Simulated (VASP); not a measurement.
# FeCo3: single point with PBEsol

Crystal: FeCo3.

```xyz
4
Lattice="3.4877 0.0000 0.0000 0.0000 3.4877 0.0000 0.0000 0.0000 3.4877" Properties=species:S:1:pos:R:3 pbc="T T T"
Fe    0.0000    0.0000    0.0000
Co    1.7438    1.7438    0.0000
Co    1.7438    0.0000    1.7438
Co    0.0000    1.7438    1.7438
```

| Quantity | Value |
| --- | --- |
| Program | VASP 6.6.1 |
| Task | single point |
| Functional | PBEsol |
| Potentials or basis | VASP PAW PBE potentials, release 64 (Fe, Co) |
| Cutoff | 520 eV |
| k mesh | 12 × 12 × 12 |
| Occupations | gaussian, width 0.1 eV |
| Spin | collinear spin, ferromagnetic start |
| Starting moments | [2.89, 1.87, 1.87, 1.87] μB |
| Dipole correction | no |
| Further INCAR settings | ALGO = Normal; EDIFF = 1e-07; NBANDS = 30 |

The pressure is -0.6 GPa. The net moment is 7.18 μB per cell and the site moments are Fe +2.50; Co +1.56 μB. The valence electrons inside the program's atomic spheres are Fe 7.32; Co 8.35.

Levels at points of the mesh, in eV from the Fermi level:
Spin up:
| k point | band 19 | band 20 | band 21 | band 22 | band 23 | band 24 |
| --- | --- | --- | --- | --- | --- | --- |
| (0.00, 0.00, 0.00) | -0.08 | -0.08 | -0.08 | 2.62 | 2.62 | 2.62 |
| (0.50, 0.00, 0.00) | -1.09 | -1.00 | -0.30 | -0.08 | 8.28 | 8.28 |
| (0.50, 0.50, 0.00) | -1.30 | -1.29 | 1.25 | 1.25 | 1.45 | 1.47 |
| (0.50, 0.50, 0.50) | -0.41 | -0.41 | -0.30 | -0.25 | -0.25 | -0.25 |
Spin down:
| k point | band 10 | band 11 | band 12 | band 13 | band 14 | band 15 | band 16 | band 17 | band 18 | band 19 |
| --- | --- | --- | --- | --- | --- | --- | --- | --- | --- | --- |
| (0.00, 0.00, 0.00) | -0.95 | 0.54 | 0.54 | 1.34 | 1.45 | 1.45 | 1.45 | 1.86 | 1.86 | 2.10 |
| (0.50, 0.00, 0.00) | -1.91 | -0.56 | -0.37 | -0.06 | -0.06 | 0.23 | 0.47 | 0.47 | 0.82 | 0.93 |
| (0.50, 0.50, 0.00) | -1.68 | -1.52 | -1.31 | -0.24 | -0.24 | -0.20 | 0.20 | 0.25 | 0.73 | 0.80 |
| (0.50, 0.50, 0.50) | -0.96 | -0.77 | -0.77 | -0.27 | -0.12 | -0.12 | -0.12 | 1.28 | 1.28 | 1.28 |

It took 5.7 min on 1 thread of Oxide Virtual Turin-like Processor, with other jobs on the host, peak memory 0.25 GiB.

Caveat: the PAW data sets were made with another functional, which shifts forces and pressure a little.
